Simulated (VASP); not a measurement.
# Hf2Sc (P6_3/mmc) in VASP: further runs

Runs on Hf2Sc. Level: PBE. Tasks: single point, relaxation of cell and atoms.

Everything below comes from runs of VASP 6.6.1. Logs are shortened: lines on timing, memory, paths and dates and some standing lists are left out, and cuts for length are marked.

## 1. The cell of the first run

The structure is hexagonal, space group P6_3/mmc (No. 194). The conventional cell has a = 3.224 Å, b = 3.224 Å, c = 15.366 Å, α = 90.00°, β = 90.00°, γ = 120.00°. Hf (site symmetry 3m) has 9 Hf at 3.10 to 3.22 Å and 3 Sc at 3.20 Å within 4.1 Å. Within 4.2 Å of Sc (site symmetry -6m2) lie 6 Hf at 3.20 Å and 6 Sc at 3.22 Å.

## 2. Single point, PBE

INCAR reads:

```
ALGO = Normal
EDIFF = 1E-6
ENCUT = 520
GGA = PE
ISIF = 2
ISMEAR = 0
LASPH = T
LCHARG = F
LREAL = F
LWAVE = F
NBANDS = 40
NELM = 80
PREC = Accurate
SIGMA = 0.1
```

KPOINTS reads:

```
k-points
0
Gamma
  6 6 2
```

POSCAR reads:

```
Hf2Sc
1.0
    3.2237981688      0.0000000000      0.0000000000
   -1.6118990844      2.7918911109      0.0000000000
    0.0000000000      0.0000000000     15.3655571886
Hf Sc
4 2
Direct
    0.3333333333      0.6666666667      0.5806214232
    0.6666666667      0.3333333333      0.0806214232
    0.3333333333      0.6666666667      0.9193785768
    0.6666666667      0.3333333333      0.4193785768
    0.3333333333      0.6666666667      0.2500000000
    0.6666666667      0.3333333333      0.7500000000
```

Potentials or basis: VASP PAW PBE potentials, release 64 (Hf_pv, Sc_sv).

Run with:

```console
$ cat potpaw_PBE.64/Hf_pv/POTCAR potpaw_PBE.64/Sc_sv/POTCAR > POTCAR
$ mpirun -np 1 vasp_std > vasp.out
```

OUTCAR:

```text
EDIFF = 1E-6
   ENCUT = 520
   GGA = PE
   ISIF = 2
   ISMEAR = 0
   LASPH = T
   LREAL = F
   NELM = 80
   PREC = Accurate

 ion  position               nearest neighbor table
   1  0.333  0.667  0.581-   4 3.10   4 3.10   4 3.10   6 3.20   6 3.20   6 3.20
   2  0.667  0.333  0.081-   3 3.10   3 3.10   3 3.10   5 3.20   5 3.20   5 3.20
   3  0.333  0.667  0.919-   2 3.10   2 3.10   2 3.10   6 3.20   6 3.20   6 3.20
   4  0.667  0.333  0.419-   1 3.10   1 3.10   1 3.10   5 3.20   5 3.20   5 3.20
   5  0.333  0.667  0.250-   2 3.20   4 3.20   2 3.20   4 3.20   2 3.20   4 3.20
   6  0.667  0.333  0.750-   1 3.20   3 3.20   1 3.20   3 3.20   1 3.20   3 3.20

  LATTYP: Found a hexagonal cell.
 ALAT       =     3.2237981688
 C/A-ratio  =     4.7662900666

  Lattice vectors:

 A1 = (   3.2237981688,   0.0000000000,   0.0000000000)
 A2 = (  -1.6118990844,   2.7918911109,   0.0000000000)
 A3 = (   0.0000000000,   0.0000000000,  15.3655571886)

Analysis of symmetry for initial positions (statically):
=====================================================================
 Subroutine PRICEL returns:
 Original cell was already a primitive cell.

 Routine SETGRP: Setting up the symmetry group for a
 hexagonal supercell.

 Subroutine GETGRP returns: Found 24 space group operations
 (whereof 12 operations were pure point group operations)
 out of a pool of 24 trial point group operations.

The static configuration has the point symmetry D_3d.
 The point group associated with its full space group is D_6h.

Analysis of symmetry for dynamics (positions and initial velocities):
=====================================================================
 Subroutine PRICEL returns:
 Original cell was already a primitive cell.

 Routine SETGRP: Setting up the symmetry group for a
 hexagonal supercell.

 Subroutine GETGRP returns: Found 24 space group operations
 (whereof 12 operations were pure point group operations)
 out of a pool of 24 trial point group operations.

The dynamic configuration has the point symmetry D_3d.
 The point group associated with its full space group is D_6h.

 Subroutine INISYM returns: Found 24 space group operations
 (whereof 12 operations are pure point group operations),
 and found     1 'primitive' translations

----------------------------------------------------------------------------------------

                                     Primitive cell

[... 89 lines left out ...]
   EDIFFG = 0.1E-04   stopping-criterion for IOM
   NSW    =      0    number of steps for IOM
   IBRION =     -1    ionic relax: 0-MD 1-quasi-New 2-CG
   NFREE  =      0    steps in history (QN), initial steepest desc. (CG)
   ISIF   =      2    stress and relaxation
   ISYM   =      2    0-nonsym 1-usesym 2-fastsym
   POTIM  = 0.5000    time-step for ionic-motion
   TEBEG  =    0.0;   TEEND  =   0.0 temperature during run
   PSTRESS=    0.0 pullay stress
   NELECT =      62.0000    total number of electrons
   NUPDOWN=      -1.0000    fix difference up-down
   EMIN   =  10.00;   EMAX   =-10.00  energy-range for DOS
   EFERMI =   0.00;   METHOD = LEGACY
   ISMEAR =     0;   SIGMA  =   0.10  broadening in eV -4-tet -1-fermi 0-gaus
   EFERMI_NEDOS =   21; number of points for ismear=-14 and -15
   IALGO  =     38    algorithm
   IMIX   =      4    mixing-type and parameters
     AMIX     =   0.40;   BMIX     =  1.00
     AMIX_MAG =   1.60;   BMIX_MAG =  1.00
  volume/ion in A,a.u.               =      23.05       155.55
  Fermi-wavevector in a.u.,A,eV,Ry     =   1.252950  2.367733 21.359575  1.569884
  Thomas-Fermi vector in A             =   2.386826
   LORBIT       =      0    0 simple, 1 ext, 2 COOP (PROOUT), +10 PAW based schemes
   GGA     = PE    functional components
   LHFCALC =     F    Hartree Fock is set to
   AEXX    =    0.0000 exact exchange contribution
   IVDW    =     0    specifies the selected vdW correction
   LEPSILON=     F    determine dielectric tensor
   LRPA    =     F    only Hartree local field effects (RPA)
 non-spin polarized calculation
 Gauss-broadening in eV      SIGMA  =   0.10
  energy-cutoff  :      520.00
  volume of cell :      138.30
 maximum number of plane-waves:      3768
 NGX is ok and might be reduce to    24
   NGX = 11   NGY = 11   NGZ = 57

 number of electron      61.9999998 magnetization

 Free energy of the ion-electron system (eV)
  ---------------------------------------------------
  ext. energy  EPLUGINS =         0.00000000
  ---------------------------------------------------
  free energy    TOTEN  =       -52.20544783 eV

  energy without entropy =      -52.17186399  energy(sigma->0) =      -52.18865591

 E-fermi :   4.3504     XC(G=0): -10.8179

 val. band max:        4.3244371461   @ k =   0.0000   0.0000   0.0000
 cond. band min:       4.4143736888   @ k =   0.3333   0.0000   0.0000
 fundamental gap:      0.0899365428
 Fermi energy:         4.3503965997

 k-point     1 :       0.0000    0.0000    0.0000
  band No.  band energies     occupation
      1     -44.7793      2.00000
      2     -44.7793      2.00000
      3     -26.4427      2.00000
      4     -26.4317      2.00000
      5     -25.9847      2.00000
      6     -25.9702      2.00000
[... 591 lines left out ...]
     39       6.5422      0.00000
     40       6.5427      0.00000

------------------------ aborting loop because EDIFF is reached ----------------------------------------

  FORCE on cell =-STRESS in cart. coord.  units (eV):
  Direction    XX          YY          ZZ          XY          YZ          ZX
  --------------------------------------------------------------------------------------
  -------------------------------------------------------------------------------------
  Total       -0.1522811     -0.1522811     -0.1235780      0.0000000      0.0000000      0.0000000
  in kB       -1.7641761     -1.7641761     -1.4316507      0.0000000      0.0000000      0.0000000
  external PRESSURE =      -1.6533343 kB  Pullay stress =       0.0000000 kB

 VOLUME and BASIS-vectors are now :
 -----------------------------------------------------------------------------
  energy-cutoff  :      520.00
  volume of cell :      138.30
      direct lattice vectors                 reciprocal lattice vectors
     3.223798169  0.000000000  0.000000000     0.310193116  0.179090079  0.000000000
    -1.611899084  2.791891111  0.000000000     0.000000000  0.358180158  0.000000000
     0.000000000  0.000000000 15.365557189     0.000000000  0.000000000  0.065080621

 POSITION                                       TOTAL-FORCE (eV/Angst)
 -----------------------------------------------------------------------------------
     -0.00000      1.86126      8.92157         0.000000     -0.000000     -0.030654
      1.61190      0.93063      1.23879         0.000000      0.000000     -0.030654
     -0.00000      1.86126     14.12676         0.000000     -0.000000      0.030654
      1.61190      0.93063      6.44399        -0.000000      0.000000      0.030654
     -0.00000      1.86126      3.84139        -0.000000      0.000000     -0.000000
      1.61190      0.93063     11.52417         0.000000     -0.000000     -0.000000
 -----------------------------------------------------------------------------------
    total drift:                               -0.000000      0.000000     -0.000000

  FREE ENERGIE OF THE ION-ELECTRON SYSTEM (eV)
  ---------------------------------------------------
  free  energy   TOTEN  =       -52.2054478283 eV

  energy  without entropy=      -52.1718639874  energy(sigma->0) =      -52.18865591
```

OSZICAR:

```text
N       E                     dE             d eps       ncg     rms          rms(c)
DAV:   1     0.763771165063E+03    0.76377E+03   -0.29978E+04  1120   0.155E+03
DAV:   2     0.138787218403E+02   -0.74989E+03   -0.73865E+03  1192   0.560E+02
DAV:   3    -0.510338298091E+02   -0.64913E+02   -0.60208E+02  1816   0.152E+02
DAV:   4    -0.550384850201E+02   -0.40047E+01   -0.37296E+01  1888   0.311E+01
DAV:   5    -0.551882737701E+02   -0.14979E+00   -0.14489E+00  1752   0.558E+00    0.941E+01
DAV:   6    -0.530980212427E+02    0.20903E+01   -0.73435E+00  1632   0.180E+01    0.440E+01
DAV:   7    -0.552779041088E+02   -0.21799E+01   -0.18358E+01  1648   0.204E+01    0.291E+01
DAV:   8    -0.522011372867E+02    0.30768E+01   -0.77352E+00  1664   0.121E+01    0.865E+00
DAV:   9    -0.522179046478E+02   -0.16767E-01   -0.58560E-01  1856   0.342E+00    0.298E+00
DAV:  10    -0.522070306965E+02    0.10874E-01   -0.80284E-02  1536   0.169E+00    0.505E-01
DAV:  11    -0.522054520449E+02    0.15787E-02   -0.10122E-02  1880   0.597E-01    0.303E-01
DAV:  12    -0.522054555021E+02   -0.34572E-05   -0.87022E-04  1496   0.142E-01    0.617E-02
DAV:  13    -0.522054457646E+02    0.97375E-05   -0.11483E-04  1816   0.702E-02    0.303E-02
DAV:  14    -0.522054482490E+02   -0.24843E-05   -0.16444E-05  1600   0.260E-02    0.112E-02
DAV:  15    -0.522054478283E+02    0.42071E-06   -0.19659E-06  1080   0.100E-02
   1 F= -.52205448E+02 E0= -.52188656E+02  d E =-.335838E-01
```

Wall time 37 s (1 thread of Intel Xeon 6975P-C (Granite Rapids), shared host); peak memory 0.26 GiB.

Results:

- Free energy: -52.2054 eV
- Pressure: -0.2 GPa
- Largest force: 0.031 eV/Å
- Band gap on the k mesh: zero (band 31 reaches 5.62 eV, above the bottom of band 32 at 3.59 eV)

Forces in eV/Å, atoms in the order of the input:
```
Hf   0.000  0.000 -0.031
Hf   0.000  0.000 -0.031
Hf   0.000  0.000  0.031
Hf   0.000  0.000  0.031
Sc   0.000  0.000  0.000
Sc   0.000  0.000  0.000
```

Levels at points of the mesh, in eV from the Fermi level:
| k point | band 28 | band 29 | band 30 | band 31 | band 32 | band 33 | band 34 | band 35 | band 36 | band 37 |
| --- | --- | --- | --- | --- | --- | --- | --- | --- | --- | --- |
| (0.00, 0.00, 0.00) | 0.62 | 0.64 | 1.12 | 1.15 | 1.19 | 1.19 | 1.37 | 1.37 | 1.39 | 1.39 |
| (0.50, 0.00, 0.00) | -0.78 | -0.50 | -0.49 | -0.45 | -0.40 | 1.17 | 1.19 | 1.30 | 1.36 | 1.55 |
| (0.00, 0.00, 0.50) | 0.28 | 0.78 | 0.78 | 1.27 | 1.27 | 1.27 | 1.27 | 1.47 | 1.47 | 1.47 |
| (0.50, 0.00, 0.50) | -1.07 | -0.65 | -0.65 | -0.31 | -0.31 | 1.35 | 1.35 | 1.36 | 1.36 | 1.38 |

Caveat: the k points lie up to 0.38 Å⁻¹ apart; spin-orbit coupling is left out, which moves the levels of the heavy elements.

## 3. Relaxation of cell and atoms, PBE

This run uses another cell than the first one, of 18.30 Å³/atom, 0.794 times its volume.

INCAR reads:

```
PREC = Accurate ; ENCUT = 600
EDIFF = 1E-6 ; ISMEAR = 0
SIGMA = 0.1 ; LREAL = False
LASPH = True ; NELM = 60
ALGO = Normal ; ISIF = 3
LWAVE = False ; LCHARG = False
GGA = PE ; IBRION = 2
NSW = 90 ; EDIFFG = -0.04
```

KPOINTS reads:

```
Automatic mesh
0
Gamma
  6 6 2
```

POSCAR reads:

```
Hf2Sc
1.0
    3.1942696749      0.0000000000      0.0000000000
   -1.5971348375      2.7663186850      0.0000000000
    0.0000000000      0.0000000000     12.4243991630
Hf Sc
4 2
Direct
    0.3333333333      0.6666666667      0.6275000000
    0.6666666667      0.3333333333      0.1275000000
    0.3333333333      0.6666666667      0.8725000000
    0.6666666667      0.3333333333      0.3725000000
    0.3333333333      0.6666666667      0.2500000000
    0.6666666667      0.3333333333      0.7500000000
```

Potentials or basis: VASP PAW PBE potentials, release 64 (Hf_pv, Sc_sv).

Run with:

```console
$ cat potpaw_PBE.64/Hf_pv/POTCAR potpaw_PBE.64/Sc_sv/POTCAR > POTCAR
$ mpirun -np 1 vasp_std > vasp.out
```

It took 10 min on 1 thread of Intel Xeon 6975P-C (Granite Rapids), shared host; peak memory 0.31 GiB.

Results (log left out):

- Free energy: -52.1982 eV
- Relaxed volume: 22.99 Å³/atom
- Relaxed cell: a = 3.219 Å, b = 3.219 Å, c = 15.374 Å, α = 90.00°, β = 90.00°, γ = 120.00°
- Space group after relaxing (to 0.05 Å): P6_3/mmc (No. 194)
- Energy gained by relaxing: 2185.3 meV/atom
- Ionic steps: 16
- Pressure after relaxing: 0.0 GPa
- Largest force after relaxing: 0.039 eV/Å
- Band gap on the k mesh: zero (band 31 reaches 5.64 eV, above the bottom of band 32 at 3.61 eV)

Forces on the atoms (eV/Å):
```
Hf   0.000  0.000 -0.039
Hf   0.000  0.000 -0.039
Hf   0.000  0.000  0.039
Hf   0.000  0.000  0.039
Sc   0.000  0.000  0.000
Sc   0.000  0.000  0.000
```

Stress tensor (GPa, compression positive):
```
 0.11  0.00  0.00
 0.00  0.11  0.00
 0.00  0.00 -0.13
```

Step by step:
```
step  energy change (eV)  largest force (eV/Å)  pressure (GPa)  volume (Å³)
   1              0.0000                7.3176           42.82       109.79
   2             -6.5387                0.9993          -15.42       207.20
   3             -8.8067                2.5076           -7.44       165.63
   4             -8.8193                2.6563           -6.40       162.75
   5            -11.7055                1.5290           -6.79       152.83
   6            -12.6052                0.8612           -5.14       146.36
   7            -12.2552                0.3956            4.18       132.48
   8            -12.8359                0.4869           -2.89       141.70
   9            -12.9881                0.3334            3.92       131.78
  10            -13.0030                0.3943            2.27       133.85
  11            -13.0957                0.1775            0.89       136.26
  12            -13.0968                0.1340            0.73       136.57
  13            -13.1063                0.1250           -0.63       138.81
  14            -13.1065                0.1253           -0.49       138.56
  15            -13.1115                0.0452           -0.01       137.99
  16            -13.1116                0.0386            0.03       137.94
```

Final structure:
```
Hf Sc
1.0
     3.21883    0.00000    0.00000
    -1.60942    2.78759    0.00000
     0.00000    0.00000   15.37371
Hf Sc
4 2
Cartesian
  0.0000 1.8584 8.9277
  1.6094 0.9292 1.2408
  0.0000 1.8584 14.1329
  1.6094 0.9292 6.4460
  0.0000 1.8584 3.8434
  1.6094 0.9292 11.5303
```

Levels at points of the mesh, in eV from the Fermi level:
```csv
k point,band 28,band 29,band 30,band 31,band 32,band 33,band 34,band 35,band 36,band 37
"(0.00, 0.00, 0.00)",0.61,0.64,1.10,1.15,1.20,1.20,1.38,1.40,1.52,1.60
"(0.50, 0.00, 0.00)",-0.77,-0.50,-0.49,-0.46,-0.40,1.17,1.20,1.30,1.36,1.57
"(0.00, 0.00, 0.50)",0.27,0.77,0.77,1.28,1.28,1.28,1.28,1.48,1.55,1.55
"(0.50, 0.00, 0.50)",-1.08,-0.65,-0.65,-0.31,-0.31,1.36,1.36,1.37,1.39,1.39
```

Caveat: the k points lie up to 0.38 Å⁻¹ apart in the final cell; the volume moved by over 15 % at a fixed basis, so the end points are rough; spin-orbit coupling is left out, which moves the levels of the heavy elements.

## 4. Single point, PBE

INCAR reads:

```
SYSTEM = Hf2Sc
PREC = Accurate
ENCUT = 520
EDIFF = 1E-7
ISMEAR = 0
SIGMA = 0.1
LREAL = .FALSE.
LASPH = .TRUE.
NELM = 60
ALGO = Fast
ISIF = 2
LWAVE = .FALSE.
LCHARG = .FALSE.
GGA = PE
NBANDS = 40
```

KPOINTS reads:

```
Automatic mesh
0
G
  12 12 4
  0 0 0
```

POSCAR reads:

```
Hf2Sc
1.0
    3.2296710891      0.0000000000      0.0000000000
   -1.6148355446      2.7969772090      0.0000000000
    0.0000000000      0.0000000000     15.3042531342
Hf Sc
4 2
Direct
    0.3333333333      0.6666666667      0.5804394770
    0.6666666667      0.3333333333      0.0804394770
    0.3333333333      0.6666666667      0.9195605230
    0.6666666667      0.3333333333      0.4195605230
    0.3333333333      0.6666666667      0.2500000000
    0.6666666667      0.3333333333      0.7500000000
```

Potentials or basis: VASP PAW PBE potentials, release 64 (Hf_pv, Sc_sv).

Run with:

```console
$ cat potpaw_PBE.64/Hf_pv/POTCAR potpaw_PBE.64/Sc_sv/POTCAR > POTCAR
$ mpirun -np 1 vasp_std > vasp.out
```

OUTCAR:

```text
SYSTEM = Hf2Sc
   PREC = Accurate
   ENCUT = 520
   EDIFF = 1E-7
   ISMEAR = 0
   LREAL = .FALSE.
   LASPH = .TRUE.
   NELM = 60
   ISIF = 2
   GGA = PE

 ion  position               nearest neighbor table
   1  0.333  0.667  0.580-   4 3.09   4 3.09   4 3.09   6 3.20   6 3.20   6 3.20
   2  0.667  0.333  0.080-   3 3.09   3 3.09   3 3.09   5 3.20   5 3.20   5 3.20
   3  0.333  0.667  0.920-   2 3.09   2 3.09   2 3.09   6 3.20   6 3.20   6 3.20
   4  0.667  0.333  0.420-   1 3.09   1 3.09   1 3.09   5 3.20   5 3.20   5 3.20
   5  0.333  0.667  0.250-   2 3.20   4 3.20   2 3.20   4 3.20   2 3.20   4 3.20
[... 1243 lines left out ...]
  -------------------------------------------------------------------------------------
  Total       -0.2025221     -0.2025221     -0.2185059      0.0000000      0.0000000      0.0000000
  in kB       -2.3470572     -2.3470572     -2.5322958      0.0000000      0.0000000      0.0000000
  external PRESSURE =      -2.4088034 kB  Pullay stress =       0.0000000 kB

 VOLUME and BASIS-vectors are now :
 -----------------------------------------------------------------------------
  energy-cutoff  :      520.00
  volume of cell :      138.25
      direct lattice vectors                 reciprocal lattice vectors
     3.229671089  0.000000000  0.000000000     0.309629053  0.178764417  0.000000000
    -1.614835545  2.796977209  0.000000000     0.000000000  0.357528834  0.000000000
     0.000000000  0.000000000 15.304253134     0.000000000  0.000000000  0.065341313

 POSITION                                       TOTAL-FORCE (eV/Angst)
 -----------------------------------------------------------------------------------
     -0.00000      1.86465      8.88319        -0.000000      0.000000     -0.037183
      1.61484      0.93233      1.23107        -0.000000     -0.000000     -0.037183
     -0.00000      1.86465     14.07319         0.000000      0.000000      0.037183
      1.61484      0.93233      6.42106        -0.000000     -0.000000      0.037183
     -0.00000      1.86465      3.82606         0.000000     -0.000000      0.000000
      1.61484      0.93233     11.47819         0.000000      0.000000      0.000000
 -----------------------------------------------------------------------------------
    total drift:                                0.000000     -0.000000      0.000000

  FREE ENERGIE OF THE ION-ELECTRON SYSTEM (eV)
  ---------------------------------------------------
  free  energy   TOTEN  =       -52.1978503187 eV

  energy  without entropy=      -52.1598794739  energy(sigma->0) =      -52.17886490
```

Wall time 5.3 min (1 thread of Intel Xeon 6975P-C (Granite Rapids), shared host); peak memory 0.42 GiB.

Results:

- Free energy: -52.1979 eV
- Pressure: -0.2 GPa
- Largest force: 0.037 eV/Å
- Band gap on the k mesh: zero (band 31 reaches 5.60 eV, above the bottom of band 32 at 3.59 eV)

Forces in eV/Å, atoms in the order of the input:
```
Hf   0.000  0.000 -0.037
Hf   0.000  0.000 -0.037
Hf   0.000  0.000  0.037
Hf   0.000  0.000  0.037
Sc   0.000  0.000  0.000
Sc   0.000  0.000  0.000
```

Levels at points of the mesh, in eV from the Fermi level:
```csv
k point,band 28,band 29,band 30,band 31,band 32,band 33,band 34,band 35,band 36,band 37
"(0.00, 0.00, 0.00)",0.65,0.67,1.15,1.16,1.16,1.17,1.34,1.34,1.35,1.35
"(0.50, 0.00, 0.00)",-0.80,-0.54,-0.49,-0.46,-0.41,1.14,1.18,1.31,1.34,1.53
"(0.00, 0.00, 0.50)",0.28,0.81,0.81,1.23,1.23,1.23,1.23,1.44,1.44,1.44
"(0.50, 0.00, 0.50)",-1.08,-0.68,-0.68,-0.31,-0.31,1.31,1.31,1.33,1.33,1.39
```

Caveat: spin-orbit coupling is left out, which moves the levels of the heavy elements.

## 5. Overview

```tsv
task	cell	k mesh	cutoff (eV)	gap on the mesh (eV)	pressure (GPa)	largest force (eV/Å)
single point	a = 3.224, b = 3.224, c = 15.366 Å, angles 90.0, 90.0, 120.0°, 6 atoms	6 × 6 × 2	520	none	-0.2	0.03
relaxation of cell and atoms	relaxed from a = 3.194, b = 3.194, c = 12.424 Å, angles 90.0, 90.0, 120.0°, 6 atoms	6 × 6 × 2	600	none	0.0	0.04
single point	a = 3.230, b = 3.230, c = 15.304 Å, angles 90.0, 90.0, 120.0°, 6 atoms	12 × 12 × 4	520	none	-0.2	0.04
```

Alike in all rows: level PBE; potentials or basis VASP PAW PBE potentials, release 64 (Hf_pv, Sc_sv); no spin polarisation; smearing gaussian 0.1 eV.

Caveats: some runs use coarse meshes; spin-orbit coupling is left out, which moves the levels of the heavy elements; the volume moved by over 15 % at a fixed basis, so the end points are rough (some runs).

Absolute energies hang on the potentials; compare differences alone.
